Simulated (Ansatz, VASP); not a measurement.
TaN: VASP beside Ansatz

```xyz
4
Lattice="3.0901 0.0000 0.0000 -1.5451 2.6761 0.0000 0.0000 0.0000 5.0050" Properties=species:S:1:pos:R:3 pbc="T T T"
Ta    0.0000    1.7841    0.0000
Ta    1.5451    0.8920    2.5025
N     0.0000    1.7841    1.9269
N     1.5451    0.8920    4.4294
```

Change from the starting cell: volume scaled by 1.04.

Alike in both runs: task single point; functional LDA; k mesh 9 × 9 × 5; occupations fermi-dirac, width 0.03 eV; no spin polarisation.

|  | VASP | Ansatz |
| --- | --- | --- |
| version | VASP 6.6.1 | Ansatz 0.2.0 |
| potentials or method | VASP PAW LDA potentials, release 64 (Ta_pv, N), cutoff 520 eV | all-electron LAPW, scalar-relativistic |

Ansatz gave:

- pressure (GPa): 90.8
- traceless stress, the component that is largest in VASP (GPa): -13.49
- rms of the force components (eV/Å): 1.219

**Question.** Which values does VASP return?

**Answer.** Pressure (GPa): 96.2; traceless stress, the component that is largest in VASP (GPa): -14.15; rms of the force components (eV/Å): 1.234.

LDA's correlation is that of Perdew and Zunger in VASP and of Perdew and Wang (1992) in Ansatz. Atom by atom the forces differ by 0.014 eV/Å (rms over components). Both programs put the cell under a high pressure, so it lies far from rest at this level. Ansatz ran all-electron here, and VASP with PAW potentials.

Neither program's run includes spin-orbit coupling. Noted on VASP's run: the cell as given lies far from equilibrium.
